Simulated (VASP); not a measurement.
# Sn (I4_1/amd) in VASP: further runs

Sn is run at these levels: PBE; tasks: single point.

All numbers are computed with VASP 6.6.1; they aren't measurements. Logs are shortened: lines on timing, memory, paths and dates and some standing lists are left out, and cuts for length are marked.

### 1 The cell of the first run

It takes space group I4_1/amd (No. 141, tetragonal). The conventional cell has a = 5.679 Å, b = 5.679 Å, c = 3.100 Å, α = 90.00°, β = 90.00°, γ = 90.00°. Sn (site symmetry -4m2) has 10 Sn at 2.94 to 3.67 Å within 3.9 Å.

### 2 Single point, PBE

File INCAR:

```
SYSTEM = Sn
  PREC = Accurate
  ENCUT = 520
  EDIFF = 1E-6
  ISMEAR = -1
  SIGMA = 0.1
  LREAL = .False.
  LASPH = .True.
  NELM = 60
  ALGO = Normal
  ISIF = 2
  LWAVE = .False.
  LCHARG = .False.
  GGA = PE
  NBANDS = 21
```

File KPOINTS:

```
Automatic mesh
0
Gamma
  10 10 10
  0 0 0
```

File POSCAR:

```
Sn
1.0
   -2.8396092406      2.8396092406      1.5501120712
    2.8396092406     -2.8396092406      1.5501120712
    2.8396092406      2.8396092406     -1.5501120712
Sn
2
Direct
    0.0000000000      0.0000000000      0.0000000000
    0.7500000000      0.2500000000      0.5000000000
```

Potentials or basis: VASP PAW PBE potentials, release 64 (Sn_d).

Launch:

```sh
cat potpaw_PBE.64/Sn_d/POTCAR > POTCAR
mpirun -np 1 vasp_std > vasp.out
```

OUTCAR:

```text
SYSTEM = Sn
   PREC = Accurate
   ENCUT = 520
   EDIFF = 1E-6
   ISMEAR = -1
   LREAL = .False.
   LASPH = .True.
   NELM = 60
   ISIF = 2
   GGA = PE

 ion  position               nearest neighbor table
   1  0.000  0.000  0.000-   2 2.94   2 2.94   2 2.94   2 2.94   2 3.67   2 3.67   2 3.67   2 3.67

   2  0.750  0.250  0.500-   1 2.94   1 2.94   1 2.94   1 2.94   1 3.67   1 3.67   1 3.67   1 3.67

  LATTYP: Found a body centered tetragonal cell.
 ALAT       =     5.6792184812
 C/A-ratio  =     0.5458892192

  Lattice vectors:

 A1 = (  -2.8396092406,   2.8396092406,   1.5501120712)
 A2 = (   2.8396092406,  -2.8396092406,   1.5501120712)
 A3 = (   2.8396092406,   2.8396092406,  -1.5501120712)

Analysis of symmetry for initial positions (statically):
=====================================================================
 Subroutine PRICEL returns:
 Original cell was already a primitive cell.

 Routine SETGRP: Setting up the symmetry group for a
 body centered tetragonal supercell.

 Subroutine GETGRP returns: Found 16 space group operations
 (whereof  8 operations were pure point group operations)
 out of a pool of 16 trial point group operations.

The static configuration has the point symmetry D_2d.
 The point group associated with its full space group is D_4h.

Analysis of symmetry for dynamics (positions and initial velocities):
=====================================================================
 Subroutine PRICEL returns:
 Original cell was already a primitive cell.

 Routine SETGRP: Setting up the symmetry group for a
 body centered tetragonal supercell.

 Subroutine GETGRP returns: Found 16 space group operations
 (whereof  8 operations were pure point group operations)
 out of a pool of 16 trial point group operations.

The dynamic configuration has the point symmetry D_2d.
 The point group associated with its full space group is D_4h.

 Subroutine INISYM returns: Found 16 space group operations
 (whereof  8 operations are pure point group operations),
 and found     1 'primitive' translations

----------------------------------------------------------------------------------------

                                     Primitive cell

[... 75 lines left out ...]
   dimension x,y,z NGX =    32 NGY =   32 NGZ =   32
   dimension x,y,z NGXF=    64 NGYF=   64 NGZF=   64
   ions per type =               2
   NGX,Y,Z   is equivalent  to a cutoff of  12.36, 12.36, 12.36 a.u.
   NGXF,Y,Z  is equivalent  to a cutoff of  24.72, 24.72, 24.72 a.u.
 SYSTEM =  Sn
   PREC   = accura    normal or accurate (medium, high low for compatibility)
   ISTART =      0    job   : 0-new  1-cont  2-samecut
   ICHARG =      2    charge: 1-file 2-atom 10-const
   ISPIN  =      1    spin polarized calculation?
   LNONCOLLINEAR =      F non collinear calculations
   LSORBIT =      F    spin-orbit coupling
   LASPH  =      T    aspherical Exc in radial PAW
   ENCUT  =  520.0 eV  38.22 Ry    6.18 a.u.   8.00  8.00  8.00*2*pi/ulx,y,z
   NELM   =     60;   NELMIN=  2; NELMDL= -5     # of ELM steps
   EDIFF  = 0.1E-05   stopping-criterion for ELM
   LREAL  =      F    real-space projection
   EDIFFG = 0.1E-04   stopping-criterion for IOM
   NSW    =      0    number of steps for IOM
   IBRION =     -1    ionic relax: 0-MD 1-quasi-New 2-CG
   NFREE  =      0    steps in history (QN), initial steepest desc. (CG)
   ISIF   =      2    stress and relaxation
   ISYM   =      2    0-nonsym 1-usesym 2-fastsym
   POTIM  = 0.5000    time-step for ionic-motion
   TEBEG  =    0.0;   TEEND  =   0.0 temperature during run
   PSTRESS=    0.0 pullay stress
   NELECT =      28.0000    total number of electrons
   NUPDOWN=      -1.0000    fix difference up-down
   EMIN   =  10.00;   EMAX   =-10.00  energy-range for DOS
   EFERMI =   0.00;   METHOD = LEGACY
   ISMEAR =    -1;   SIGMA  =   0.10  broadening in eV -4-tet -1-fermi 0-gaus
   EFERMI_NEDOS =   21; number of points for ismear=-14 and -15
   IALGO  =     38    algorithm
   IMIX   =      4    mixing-type and parameters
     AMIX     =   0.40;   BMIX     =  1.00
     AMIX_MAG =   1.60;   BMIX_MAG =  1.00
  volume/ion in A,a.u.               =      25.00       168.70
  Fermi-wavevector in a.u.,A,eV,Ry     =   1.349421  2.550036 24.775348  1.820937
  Thomas-Fermi vector in A             =   2.477009
   LORBIT       =      0    0 simple, 1 ext, 2 COOP (PROOUT), +10 PAW based schemes
   GGA     = PE    functional components
   LHFCALC =     F    Hartree Fock is set to
   AEXX    =    0.0000 exact exchange contribution
   IVDW    =     0    specifies the selected vdW correction
   LEPSILON=     F    determine dielectric tensor
   LRPA    =     F    only Hartree local field effects (RPA)
 non-spin polarized calculation
  energy-cutoff  :      520.00
  volume of cell :       50.00
 maximum number of plane-waves:      1370
   NGX = 17   NGY = 17   NGZ = 17

 number of electron      28.0000008 magnetization

 Free energy of the ion-electron system (eV)
  ---------------------------------------------------
  ext. energy  EPLUGINS =         0.00000000
  ---------------------------------------------------
  free energy    TOTEN  =        -7.46689684 eV

  energy without entropy =       -7.43942464  energy(sigma->0) =       -7.45316074

 E-fermi :   9.0739     XC(G=0): -10.6975

 val. band max:        9.0628066737   @ k =   0.1000   0.1000   0.1000
 cond. band min:       9.1099425449   @ k =  -0.2000   0.3000   0.2000
 fundamental gap:      0.0471358712
 Fermi energy:         9.0739177423

 k-point     1 :       0.0000    0.0000    0.0000
  band No.  band energies     occupation
      1     -12.7646      2.00000
      2     -12.6493      2.00000
      3     -12.6114      2.00000
      4     -12.5849      2.00000
      5     -12.3940      2.00000
      6     -12.3940      2.00000
[... 565 lines left out ...]
     20      18.5838      0.00000
     21      19.3737      0.00000

 [... further k-points ...]
[... 5 lines left out ...]
  --------------------------------------------------------------------------------------
  -------------------------------------------------------------------------------------
  Total        2.7088850      2.7088850      2.3136582      0.0000000      0.0000000      0.0000000
  in kB       86.8082293     86.8082293     74.1428929      0.0000000      0.0000000      0.0000000
  external PRESSURE =      82.5864505 kB  Pullay stress =       0.0000000 kB

 VOLUME and BASIS-vectors are now :
 -----------------------------------------------------------------------------
  energy-cutoff  :      520.00
  volume of cell :       50.00
      direct lattice vectors                 reciprocal lattice vectors
    -2.839609241  2.839609241  1.550112071     0.000000000  0.176080565  0.322557323
     2.839609241 -2.839609241  1.550112071     0.176080565  0.000000000  0.322557323
     2.839609241  2.839609241 -1.550112071     0.176080565  0.176080565  0.000000000

 POSITION                                       TOTAL-FORCE (eV/Angst)
 -----------------------------------------------------------------------------------
      0.00000      0.00000      0.00000         0.000000     -0.000000     -0.000000
     -0.00000      2.83961      0.77506        -0.000000      0.000000      0.000000
 -----------------------------------------------------------------------------------
    total drift:                                0.000000     -0.000000      0.000000

  FREE ENERGIE OF THE ION-ELECTRON SYSTEM (eV)
  ---------------------------------------------------
  free  energy   TOTEN  =        -7.4668968407 eV

  energy  without entropy=       -7.4394246356  energy(sigma->0) =       -7.45316074
```

Wall time 29 s (1 thread of Intel Xeon Platinum 8559C (Emerald Rapids), shared host); peak memory 0.22 GiB.

What came out:

```yaml
Free_energy: -7.4669 eV
Pressure: 8.3 GPa
Band_gap_on_the_k_mesh: zero (bands 14 and 15 overlap by 4.28 eV)
```

Caveat: the cell stands under pressure; spin-orbit coupling is left out, which moves the levels of the heavy elements.

(Continued in part 2 of 2.)
